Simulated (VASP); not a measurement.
NaF, 2 atoms in the cell. The structure is cubic, space group Fm-3m (No. 225). Conventional cell: a = 4.670 Å, b = 4.670 Å, c = 4.670 Å, α = 90.00°, β = 90.00°, γ = 90.00°. Na (site symmetry m-3m) has 6 F at 2.33 Å within 3.1 Å. Within 3.1 Å of F (site symmetry m-3m) lie 6 Na at 2.33 Å.  This cell differs from its parent crystal: volume changed by +5%.

- Program: VASP 6.6.1
- Task: single point
- Functional: PBE
- Potentials or basis: VASP PAW PBE potentials, release 64 (Na_pv, F)
- Cutoff: 600 eV
- k mesh: 6 × 6 × 6
- Occupations: gaussian, width 0.01 eV
- Spin: no spin polarisation
- Dipole correction: no
- Further INCAR settings: ALGO = Normal; EDIFF = 1e-06; NBANDS = 14

Potentials or basis: VASP PAW PBE potentials, release 64 (Na_pv, F).

Launch:

```console
$ cat potpaw_PBE.64/Na_pv/POTCAR potpaw_PBE.64/F/POTCAR > POTCAR
$ mpirun -np 1 vasp_std > vasp.out
```

Hardware: 1 thread of Intel Xeon 8259CL (shared host).

How long does it take, and how much memory?

It took 15 s on 1 thread of Intel Xeon 8259CL, on a shared host, peak memory 0.15 GiB. Counts: scf iterations 12, k points 16.
